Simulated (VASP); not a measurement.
Write the native input for VASP 6.6.1 that does the following.

```
Task                   : single point
Functional             : PBE
Potentials or basis    : VASP PAW PBE potentials, release 64 (Ca_sv, Ge_d, N)
Cutoff                 : 520 eV
k mesh                 : 6 × 6 × 4
Occupations            : gaussian, width 0.1 eV
Spin                   : no spin polarisation
Dipole correction      : no
Further INCAR settings : ALGO = Normal; EDIFF = 1e-07; NBANDS = 34
```

The structure of Ca2Ge2N lies in POSCAR:

```
Ca2Ge2N
1.0
    4.2919472700      0.0000000000      0.0000000000
   -2.1459736300      3.7169353700      0.0000000000
    0.0000000000      0.0000000000      6.9478650900
Ca Ge N
2 2 1
Direct
    0.0000000000      0.0000000000      0.2452818600
    0.0000000000      0.0000000000      0.7547181400
    0.3333333300      0.6666666700      0.5000000000
    0.6666666700      0.3333333300      0.5000000000
    0.0000000000      0.0000000000      0.5000000000
```

The cell was built from a structure type or drawn by symmetry, and may not be a known phase.

These files were run (other wordings do the same):

INCAR

```
SYSTEM = Ca2Ge2N
PREC = Accurate ; ENCUT = 520
EDIFF = 1E-7 ; ISMEAR = 0
SIGMA = 0.1 ; LREAL = .False.
LASPH = .True. ; NELM = 80
ALGO = Normal ; ISIF = 2
LWAVE = .False. ; LCHARG = .False.
GGA = PE ; NBANDS = 34
```

KPOINTS

```
regular mesh
0
Gamma
  6 6 4
  0 0 0
```

Potentials or basis: VASP PAW PBE potentials, release 64 (Ca_sv, Ge_d, N).

Launch:

```bash
$ cat potpaw_PBE.64/Ca_sv/POTCAR potpaw_PBE.64/Ge_d/POTCAR potpaw_PBE.64/N/POTCAR > POTCAR
$ mpirun -np 1 vasp_std > vasp.out
```

It gave:

```yaml
Pressure: 23.3 GPa
Largest_force: 8.588 eV/Å
Band_gap_on_the_k_mesh: zero (an odd number of electrons rules out a gap without spin polarisation)
```

Caveat: the cell stands under pressure; forces of over 1 eV/Å act on the atoms, so gaps and moduli don't describe the material at rest.

Run time: 42 s on 1 thread of Intel(R) Xeon(R) 6975P-C (Granite Rapids), with other jobs on the host, peak memory 0.26 GiB.
